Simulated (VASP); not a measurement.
# Nb (P6/mmm) in VASP: further runs

The runs below take Nb through single point, with BLYP.

All numbers are computed with VASP 6.6.1; they aren't measurements. Logs are shortened: lines on timing, memory, paths and dates and some standing lists are left out, and cuts for length are marked.

## (1) The cell of the first run

It takes space group P6/mmm (No. 191, hexagonal). Conventional cell: a = 5.084 Å, b = 5.084 Å, c = 2.785 Å, α = 90.00°, β = 90.00°, γ = 120.00°. Nb (site symmetry 6/mmm) has 14 Nb at 2.79 to 3.25 Å within 3.7 Å. Nb (site symmetry -6m2) has 11 Nb at 2.79 to 3.25 Å within 3.7 Å.

This isn't the form of Nb at room conditions, which is bcc.

## (2) Single point, BLYP (20.78 Å³/atom)

INCAR reads:

```
SYSTEM = Nb
  PREC = Accurate
  ENCUT = 520
  EDIFF = 1E-7
  ISMEAR = -1
  SIGMA = 0.1
  LREAL = .FALSE.
  LASPH = .TRUE.
  NELM = 60
  ALGO = Normal
  ISIF = 2
  LWAVE = .FALSE.
  LCHARG = .TRUE.
  GGA = B5
  ALDAX = 1.0
  AGGAX = 1.0
  AGGAC = 1.0
  ALDAC = 0.0
  LELF = .TRUE.
  LVHAR = .TRUE.
  NBANDS = 26
```

KPOINTS reads:

```
regular mesh
0
G
  8 8 13
  0 0 0
```

POSCAR reads:

```
Nb
1.0
    5.0838686154      0.0000000000      0.0000000000
   -2.5419343077      4.4027593704      0.0000000000
    0.0000000000      0.0000000000      2.7854942756
Nb
3
Direct
    1.0000000000      0.0000000000      0.0000000000
    0.3333333333      0.6666666667      0.5000000000
    0.6666666667      0.3333333333      0.5000000000
```

Potentials or basis: VASP PAW PBE potentials, release 64 (Nb_sv).

On the command line:

```console
$ cat potpaw_PBE.64/Nb_sv/POTCAR > POTCAR
$ mpirun -np 1 vasp_std > vasp.out
```

OUTCAR:

```text
SYSTEM = Nb
   PREC = Accurate
   ENCUT = 520
   EDIFF = 1E-7
   ISMEAR = -1
   LREAL = .FALSE.
   LASPH = .TRUE.
   NELM = 60
   ISIF = 2
   GGA = B5

 ion  position               nearest neighbor table
   1  0.000  0.000  0.000-
   2  0.333  0.667  0.500-   3 2.94   3 2.94   3 2.94
   3  0.667  0.333  0.500-   2 2.94   2 2.94   2 2.94

  LATTYP: Found a hexagonal cell.
 ALAT       =     5.0838686154
 C/A-ratio  =     0.5479083915

  Lattice vectors:

 A1 = (   5.0838686154,   0.0000000000,   0.0000000000)
 A2 = (  -2.5419343077,   4.4027593704,   0.0000000000)
 A3 = (   0.0000000000,   0.0000000000,   2.7854942756)

Analysis of symmetry for initial positions (statically):
=====================================================================
 Subroutine PRICEL returns:
 Original cell was already a primitive cell.

 Routine SETGRP: Setting up the symmetry group for a
 hexagonal supercell.

 Subroutine GETGRP returns: Found 24 space group operations
 (whereof 24 operations were pure point group operations)
 out of a pool of 24 trial point group operations.

The static configuration has the point symmetry D_6h.

Analysis of symmetry for dynamics (positions and initial velocities):
=====================================================================
 Subroutine PRICEL returns:
 Original cell was already a primitive cell.

 Routine SETGRP: Setting up the symmetry group for a
 hexagonal supercell.

 Subroutine GETGRP returns: Found 24 space group operations
 (whereof 24 operations were pure point group operations)
 out of a pool of 24 trial point group operations.

The dynamic configuration has the point symmetry D_6h.

 Subroutine INISYM returns: Found 24 space group operations
 (whereof 24 operations are pure point group operations),
 and found     1 'primitive' translations

----------------------------------------------------------------------------------------

                                     Primitive cell

  volume of cell :      62.3479

  direct lattice vectors                    reciprocal lattice vectors
     5.083868615  0.000000000  0.000000000     0.196700599  0.113565144  0.000000000
    -2.541934308  4.402759370  0.000000000     0.000000000  0.227130287  0.000000000
     0.000000000  0.000000000  2.785494276     0.000000000  0.000000000  0.359002712

  length of vectors
     5.083868615  5.083868615  2.785494276     0.227130287  0.227130287  0.359002712

  position of ions in fractional coordinates (direct lattice)
     0.000000000  0.000000000  0.000000000
     0.333333333  0.666666667  0.500000000
     0.666666667  0.333333333  0.500000000

  ion indices of the primitive-cell ions
   primitive index   ion index
                 1           1
                 2           2
                 3           3

----------------------------------------------------------------------------------------

 KPOINTS: regular mesh

Automatic generation of k-mesh.
 Grid dimensions read from file:
 generate k-points for:    8    8   13

 Generating k-lattice:

  Cartesian coordinates                     Fractional coordinates (reciprocal lattice)
     0.024587575  0.014195643  0.000000000     0.125000000  0.000000000  0.000000000
     0.000000000  0.028391286  0.000000000     0.000000000  0.125000000  0.000000000
     0.000000000  0.000000000  0.027615593     0.000000000  0.000000000  0.076923077

  Length of vectors
     0.028391286  0.028391286  0.027615593

  Shift w.r.t. Gamma in fractional coordinates (k-lattice)
     0.000000000  0.000000000  0.000000000

 Subroutine IBZKPT returns following result:
 ===========================================

 Found     70 irreducible k-points:

 Following reciprocal coordinates:
            Coordinates               Weight
  0.000000  0.000000  0.000000      1.000000
  0.125000 -0.000000  0.000000      6.000000
  0.250000 -0.000000  0.000000      6.000000
  0.375000 -0.000000  0.000000      6.000000
  0.500000 -0.000000  0.000000      3.000000
  0.125000  0.125000  0.000000      6.000000
[... 16 lines left out ...]
  0.250000 -0.000000  0.153846     12.000000
  0.375000 -0.000000  0.153846     12.000000
 [... further k-points ...]
   k-points           NKPTS =     70   k-points in BZ     NKDIM =     70   number of bands    NBANDS=     26
   number of dos      NEDOS =    301   number of ions     NIONS =      3
   total plane-waves  NPLWV =  38400
   dimension x,y,z NGX =    40 NGY =   40 NGZ =   24
   dimension x,y,z NGXF=    80 NGYF=   80 NGZF=   48
   ions per type =               3
   NGX,Y,Z   is equivalent  to a cutoff of  13.08, 13.08, 14.32 a.u.
   NGXF,Y,Z  is equivalent  to a cutoff of  26.16, 26.16, 28.65 a.u.
 SYSTEM =  Nb
   PREC   = accura    normal or accurate (medium, high low for compatibility)
   ISTART =      0    job   : 0-new  1-cont  2-samecut
   ICHARG =      2    charge: 1-file 2-atom 10-const
   ISPIN  =      1    spin polarized calculation?
   LNONCOLLINEAR =      F non collinear calculations
   LSORBIT =      F    spin-orbit coupling
   LASPH  =      T    aspherical Exc in radial PAW
   ENCUT  =  520.0 eV  38.22 Ry    6.18 a.u.   9.45  9.45  5.18*2*pi/ulx,y,z
   NELM   =     60;   NELMIN=  2; NELMDL= -5     # of ELM steps
   EDIFF  = 0.1E-06   stopping-criterion for ELM
   LREAL  =      F    real-space projection
   EDIFFG = 0.1E-05   stopping-criterion for IOM
   NSW    =      0    number of steps for IOM
   IBRION =     -1    ionic relax: 0-MD 1-quasi-New 2-CG
   NFREE  =      0    steps in history (QN), initial steepest desc. (CG)
   ISIF   =      2    stress and relaxation
   ISYM   =      2    0-nonsym 1-usesym 2-fastsym
   POTIM  = 0.5000    time-step for ionic-motion
   TEBEG  =    0.0;   TEEND  =   0.0 temperature during run
   PSTRESS=    0.0 pullay stress
   NELECT =      39.0000    total number of electrons
   NUPDOWN=      -1.0000    fix difference up-down
   EMIN   =  10.00;   EMAX   =-10.00  energy-range for DOS
   EFERMI =   0.00;   METHOD = LEGACY
   ISMEAR =    -1;   SIGMA  =   0.10  broadening in eV -4-tet -1-fermi 0-gaus
   EFERMI_NEDOS =   21; number of points for ismear=-14 and -15
   IALGO  =     38    algorithm
   IMIX   =      4    mixing-type and parameters
     AMIX     =   0.40;   BMIX     =  1.00
     AMIX_MAG =   1.60;   BMIX_MAG =  1.00
  volume/ion in A,a.u.               =      20.78       140.25
  Fermi-wavevector in a.u.,A,eV,Ry     =   1.400090  2.645786 26.670835  1.960251
  Thomas-Fermi vector in A             =   2.523085
   LORBIT       =      0    0 simple, 1 ext, 2 COOP (PROOUT), +10 PAW based schemes
   GGA     = B5    functional components
   LHFCALC =     F    Hartree Fock is set to
   AEXX    =    0.0000 exact exchange contribution
   IVDW    =     0    specifies the selected vdW correction
   LEPSILON=     F    determine dielectric tensor
   LRPA    =     F    only Hartree local field effects (RPA)
 non-spin polarized calculation
  energy-cutoff  :      520.00
  volume of cell :       62.35
 maximum number of plane-waves:      1715
 NGX is ok and might be reduce to    40
   NGX = 19   NGY = 19   NGZ = 11

 number of electron      39.0000001 magnetization

 Free energy of the ion-electron system (eV)
  ---------------------------------------------------
  ext. energy  EPLUGINS =         0.00000000
  ---------------------------------------------------
  free energy    TOTEN  =       -25.93208807 eV

  energy without entropy =      -25.81594111  energy(sigma->0) =      -25.87401459

 E-fermi :  10.0241     XC(G=0): -11.1635

 val. band max:        9.9904970046   @ k =   0.1250  -0.0000   0.4615
 cond. band min:      10.0518374069   @ k =   0.0000   0.0000   0.4615
 fundamental gap:      0.0613404023
 Fermi energy:        10.0241032884

 k-point     1 :       0.0000    0.0000    0.0000
  band No.  band energies     occupation
      1     -44.6590      2.00000
      2     -44.5641      2.00000
      3     -44.4941      2.00000
      4     -20.9806      2.00000
      5     -20.9806      2.00000
      6     -20.8723      2.00000
[... 18 lines left out ...]
     25      12.5678      0.00000
     26      12.5678      0.00000

 k-point     2 :       0.1250   -0.0000    0.0000
  band No.  band energies     occupation
      1     -44.6539      2.00000
      2     -44.5653      2.00000
      3     -44.4981      2.00000
      4     -21.0317      2.00000
      5     -21.0115      2.00000
      6     -20.8137      2.00000
[... 18 lines left out ...]
     25      12.9383      0.00000
     26      12.9812      0.00000

 k-point     3 :       0.2500   -0.0000    0.0000
  band No.  band energies     occupation
      1     -44.6402      2.00000
      2     -44.5683      2.00000
      3     -44.5091      2.00000
      4     -21.0986      2.00000
      5     -21.0155      2.00000
      6     -20.7255      2.00000
[... 18 lines left out ...]
     25      13.3259      0.00000
     26      13.4481      0.00000

 k-point     4 :       0.3750   -0.0000    0.0000
  band No.  band energies     occupation
      1     -44.6232      2.00000
      2     -44.5716      2.00000
      3     -44.5232      2.00000
      4     -21.1442      2.00000
      5     -20.9576      2.00000
      6     -20.7062      2.00000
[... 18 lines left out ...]
     25      13.2675      0.00000
     26      13.7809      0.00000

 k-point     5 :       0.5000   -0.0000    0.0000
  band No.  band energies     occupation
      1     -44.6143      2.00000
      2     -44.5732      2.00000
      3     -44.5305      2.00000
      4     -21.1601      2.00000
      5     -20.8632      2.00000
      6     -20.8211      2.00000
[... 18 lines left out ...]
     25      12.7429      0.00000
     26      12.9749      0.00000

 k-point     6 :       0.1250    0.1250    0.0000
  band No.  band energies     occupation
      1     -44.6445      2.00000
      2     -44.5673      2.00000
      3     -44.5057      2.00000
      4     -21.0660      2.00000
      5     -21.0390      2.00000
      6     -20.7388      2.00000
[... 427 lines left out ...]
 k-point    21 :       0.0000    0.0000    0.1538
  band No.  band energies     occupation
      1     -44.6241      2.00000
      2     -44.5397      2.00000
      3     -44.4651      2.00000
      4     -20.9492      2.00000
      5     -20.9492      2.00000
      6     -20.8260      2.00000
[... 18 lines left out ...]
     25      12.4150      0.00000
     26      12.4150      0.00000

 k-point    22 :       0.1250   -0.0000    0.1538
  band No.  band energies     occupation
      1     -44.6194      2.00000
      2     -44.5406      2.00000
      3     -44.4691      2.00000
      4     -20.9910      2.00000
      5     -20.9718      2.00000
      6     -20.7782      2.00000
[... 18 lines left out ...]
     25      12.6637      0.00000
     26      12.7148      0.00000

 k-point    23 :       0.2500   -0.0000    0.1538
  band No.  band energies     occupation
      1     -44.6068      2.00000
      2     -44.5425      2.00000
      3     -44.4801      2.00000
      4     -21.0506      2.00000
      5     -20.9742      2.00000
      6     -20.7018      2.00000
[... 18 lines left out ...]
     25      12.9842      0.00000
     26      13.1417      0.00000

 k-point    24 :       0.3750   -0.0000    0.1538
  band No.  band energies     occupation
      1     -44.5917      2.00000
      2     -44.5437      2.00000
      3     -44.4942      2.00000
      4     -21.0922      2.00000
      5     -20.9235      2.00000
      6     -20.7004      2.00000
[... 18 lines left out ...]
     25      12.5259      0.00000
     26      13.2498      0.00000

 [... further k-points ...]

------------------------ aborting loop because EDIFF is reached ----------------------------------------

  FORCE on cell =-STRESS in cart. coord.  units (eV):
  Direction    XX          YY          ZZ          XY          YZ          ZX
  --------------------------------------------------------------------------------------
  -------------------------------------------------------------------------------------
  Total       -3.5973103     -3.5973103     -4.4824954      0.0000000     -0.0000000      0.0000000
  in kB      -92.4414913    -92.4414913   -115.1884396      0.0000000     -0.0000000      0.0000000
  external PRESSURE =    -100.0238074 kB  Pullay stress =       0.0000000 kB

 VOLUME and BASIS-vectors are now :
 -----------------------------------------------------------------------------
  energy-cutoff  :      520.00
  volume of cell :       62.35
      direct lattice vectors                 reciprocal lattice vectors
     5.083868615  0.000000000  0.000000000     0.196700599  0.113565144  0.000000000
    -2.541934308  4.402759370  0.000000000     0.000000000  0.227130287  0.000000000
     0.000000000  0.000000000  2.785494276     0.000000000  0.000000000  0.359002712

 POSITION                                       TOTAL-FORCE (eV/Angst)
 -----------------------------------------------------------------------------------
      0.00000      0.00000      0.00000         0.000000      0.000000     -0.000000
     -0.00000      2.93517      1.39275        -0.000000     -0.000000     -0.000000
      2.54193      1.46759      1.39275         0.000000      0.000000      0.000000
 -----------------------------------------------------------------------------------
    total drift:                                0.000000     -0.000000      0.000000

  FREE ENERGIE OF THE ION-ELECTRON SYSTEM (eV)
  ---------------------------------------------------
  free  energy   TOTEN  =       -25.9320880680 eV

  energy  without entropy=      -25.8159411054  energy(sigma->0) =      -25.87401459
```

Wall time 4.4 min (1 thread of Intel Xeon 8259CL, shared host); peak memory 0.23 GiB.

What came out:

```
Free energy            : -25.9321 eV
Pressure               : -10.0 GPa
Band gap on the k mesh : zero (an odd number of electrons rules out a gap without spin polarisation)
```

Caveat: the cell stands under tension; the PAW data sets were made with another functional, which shifts forces and pressure a little.

## (3) Single point, BLYP (21.55 Å³/atom)

This run uses another cell than the first one, of 21.55 Å³/atom.

INCAR reads:

```
PREC = Accurate
ENCUT = 520
EDIFF = 1E-7
ISMEAR = -1
SIGMA = 0.1
LREAL = F
LASPH = T
NELM = 80
ALGO = Normal
ISIF = 2
LWAVE = F
LCHARG = T
GGA = B5
ALDAX = 1.0
AGGAX = 1.0
AGGAC = 1.0
ALDAC = 0.0
LELF = T
LVHAR = T
NBANDS = 26
```

KPOINTS reads:

```
regular mesh
0
Gamma
  8 8 13
```

POSCAR reads:

```
Nb
1.0
    5.1458731240      0.0000000000      0.0000000000
   -2.5729365620      4.4564568500      0.0000000000
    0.0000000000      0.0000000000      2.8194670662
Nb
3
Direct
    1.0000000000      0.0000000000      0.0000000000
    0.3333333333      0.6666666667      0.5000000000
    0.6666666667      0.3333333333      0.5000000000
```

Potentials or basis: VASP PAW PBE potentials, release 64 (Nb_sv).

On the command line:

```console
$ cat potpaw_PBE.64/Nb_sv/POTCAR > POTCAR
$ mpirun -np 1 vasp_std > vasp.out
```

Run time: 4.4 min. Hardware: 1 thread of Intel Xeon 8259CL, shared host; peak memory 0.23 GiB.

The run converged. Its results:

```
Free energy            : -25.7622 eV
Pressure               : -13.6 GPa
Band gap on the k mesh : zero (an odd number of electrons rules out a gap without spin polarisation)
```

Stress tensor (GPa, compression positive):
```
-12.74   0.00   0.00
  0.00 -12.74   0.00
  0.00   0.00 -15.43
```

Levels at points of the mesh, in eV from the Fermi level:
| k point | band 17 | band 18 | band 19 | band 20 | band 21 | band 22 | band 23 | band 24 |
| --- | --- | --- | --- | --- | --- | --- | --- | --- |
| (0.00, 0.00, 0.00) | -1.05 | -1.03 | -1.03 | -0.91 | 0.50 | 0.50 | 2.43 | 2.43 |
| (0.50, 0.00, 0.00) | -1.54 | -1.22 | -0.81 | -0.79 | 1.16 | 1.68 | 2.38 | 2.60 |

Caveat: the cell stands under tension; the PAW data sets were made with another functional, which shifts forces and pressure a little.

## (4) Single point, BLYP

This run uses another cell than the first one, of 19.24 Å³/atom.

INCAR reads:

```
PREC = Accurate
ENCUT = 520
EDIFF = 1E-7
ISMEAR = -1
SIGMA = 0.1
LREAL = F
LASPH = T
NELM = 100
ALGO = Normal
ISIF = 2
LWAVE = F
LCHARG = F
GGA = B5
ALDAX = 1.0
AGGAX = 1.0
AGGAC = 1.0
ALDAC = 0.0
NBANDS = 26
```

KPOINTS reads:

```
Automatic mesh
0
Gamma
  10 10 15
```

POSCAR reads:

```
Nb
1.0
    4.9551073367      0.0000000000      0.0000000000
   -2.4775536684      4.2912488321      0.0000000000
    0.0000000000      0.0000000000      2.7149448905
Nb
3
Direct
    1.0000000000      0.0000000000      0.0000000000
    0.3333333333      0.6666666667      0.5000000000
    0.6666666667      0.3333333333      0.5000000000
```

On the command line:

```console
$ cat potpaw_PBE.64/Nb_sv/POTCAR > POTCAR
$ mpirun -np 1 vasp_std > vasp.out
```

Run time: 5.7 min. Hardware: 1 thread of Intel Xeon 8259CL, shared host; peak memory 0.26 GiB.

The run converged. Its results:

```
Free energy            : -26.0767 eV
Pressure               : -0.1 GPa
Band gap on the k mesh : zero (an odd number of electrons rules out a gap without spin polarisation)
```

Stress tensor (GPa, compression positive):
```
 0.17  0.00  0.00
 0.00  0.17  0.00
 0.00  0.00 -0.68
```

Levels at points of the mesh, in eV from the Fermi level:
| k point | band 17 | band 18 | band 19 | band 20 | band 21 | band 22 | band 23 | band 24 |
| --- | --- | --- | --- | --- | --- | --- | --- | --- |
| (0.00, 0.00, 0.00) | -1.13 | -1.13 | -1.13 | -1.05 | 0.52 | 0.52 | 2.73 | 2.73 |
| (0.50, 0.00, 0.00) | -1.77 | -1.48 | -0.98 | -0.93 | 1.50 | 1.86 | 2.77 | 2.94 |

Caveat: the PAW data sets were made with another functional, which shifts forces and pressure a little.

## (5) The runs side by side

| cell | k mesh | gap on the mesh (eV) | pressure (GPa) |
| --- | --- | --- | --- |
| a = 5.084, b = 5.084, c = 2.785 Å, angles 90.0, 90.0, 120.0°, 3 atoms | 8 × 8 × 13 | none | -10.0 |
| a = 5.146, b = 5.146, c = 2.819 Å, angles 90.0, 90.0, 120.0°, 3 atoms | 8 × 8 × 13 | none | -13.6 |
| a = 4.955, b = 4.955, c = 2.715 Å, angles 90.0, 90.0, 120.0°, 3 atoms | 10 × 10 × 15 | none | -0.1 |

Alike in all rows: task single point; level BLYP; potentials or basis VASP PAW PBE potentials, release 64 (Nb_sv); no spin polarisation; cutoff (eV) 520; smearing fermi-dirac 0.1 eV.

Caveats: the PAW data sets were made with another functional, which shifts forces and pressure a little; the cell stands under tension (at least some runs).

Total energies depend on the potentials used, so only differences within one code and one set of settings carry meaning.

The gap in the log of VASP goes by the Fermi energy; the results here count the filled bands.